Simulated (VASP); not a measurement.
Crystal: Al3BAs4.

```
B As Al
1.0
    -2.61641    2.61641    5.23281
     2.61641   -2.61641    5.23281
     2.61641    2.61641   -5.23281
B As Al
1 4 3
Direct
  0.00000 0.00000 0.00000
  0.37500 0.37500 0.50000
  0.12500 0.62500 0.00000
  0.87500 0.87500 0.50000
  0.62500 0.12500 0.00000
  0.75000 0.25000 0.50000
  0.50000 0.50000 0.00000
  0.25000 0.75000 0.50000
```

* Program: VASP 6.6.1
* Task: relaxation of cell and atoms
* Functional: PBE
* Potentials or basis: VASP PAW PBE potentials, release 64 (B, As, Al)
* Cutoff: 600 eV
* k mesh: 6 × 6 × 6
* Occupations: fermi-dirac, width 0.02 eV
* Spin: no spin polarisation

At the start: pressure 20.4 GPa; volume 17.91 Å³/atom.

Q: How do energy, volume and symmetry change on relaxing?

A: Over 15 steps the energy falls by 357.0 meV/atom and the volume is 20.85 Å³/atom (+16.4 %); space group I-42m (No. 121, to 0.1 Å) before and after.

The path:
```csv
step,energy change (eV),largest force (eV/Å),pressure (GPa),volume (Å³)
1,0.0000,3.3003,20.38,143.29
2,-1.8043,0.6365,-8.57,195.93
3,-2.3559,1.3032,-2.72,175.51
4,-2.3564,1.3322,-2.43,174.83
5,-2.7065,0.8180,-1.30,170.40
6,-2.8455,0.2154,0.62,165.53
7,-2.8467,0.2043,0.40,165.99
8,-2.8467,0.2029,0.47,165.82
9,-2.8545,0.0941,-0.14,167.13
10,-2.8546,0.0842,-0.23,167.33
11,-2.8561,0.0152,0.06,166.70
12,-2.8561,0.0159,0.06,166.72
13,-2.8561,0.0072,-0.02,166.89
14,-2.8561,0.0070,-0.02,166.88
15,-2.8562,0.0038,0.00,166.83
```

Final structure:
```
B As Al
1.0
    -2.76005    2.76005    5.47490
     2.76005   -2.76005    5.47490
     2.76005    2.76005   -5.47490
B As Al
1 4 3
Direct
  0.00000 0.00000 0.00000
  0.33562 0.33562 0.44146
  0.10584 0.66438 0.00000
  0.89416 0.89416 0.55854
  0.66438 0.10584 0.00000
  0.75000 0.25000 0.50000
  0.50000 0.50000 0.00000
  0.25000 0.75000 0.50000
```

Caveat: the volume moved by over 15 % at a fixed basis, so the end points are rough.
